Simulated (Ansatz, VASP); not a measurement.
# Two plane-wave programs on BaTiO3

```
Ba Ti O
1.0
     2.83668    1.63776    2.32766
    -2.83668    1.63776    2.32766
     0.00000   -3.27552    2.32766
Ba Ti O
1 1 3
Direct
  0.00275 0.00275 0.00275
  0.51536 0.51536 0.51536
  0.48940 0.48940 0.98179
  0.48940 0.98179 0.48940
  0.98179 0.48940 0.48940
```

Alike in both runs: functional PBE; dispersion D3(BJ); k mesh 6 × 6 × 6; occupations gaussian, width 0.02 eV; no spin polarisation.

Ansatz relaxed the structure, and its values are those at the end. VASP's run is a single point on that final structure, the one shown.

```csv
,VASP,Ansatz
version,VASP 6.6.1,Ansatz 0.2.0
potentials or method,"VASP PAW PBE potentials, release 64 (Ba_sv, Ti_sv, O), cutoff 520 eV","scalar-relativistic, plane waves, PAW"
valence electrons in the cell,40,40
```

```tsv
	VASP	Ansatz	Ansatz less VASP
gap on the k mesh at the Fermi level (eV)	2.39	2.44	+0.051
least direct gap on the mesh (eV)	2.82	2.83	+0.012
pressure (GPa)	1.7	0.0	-1.74
rms of the force components (eV/Å)	0.030	0.000	-0.0294
```

Spin-orbit coupling is off throughout.
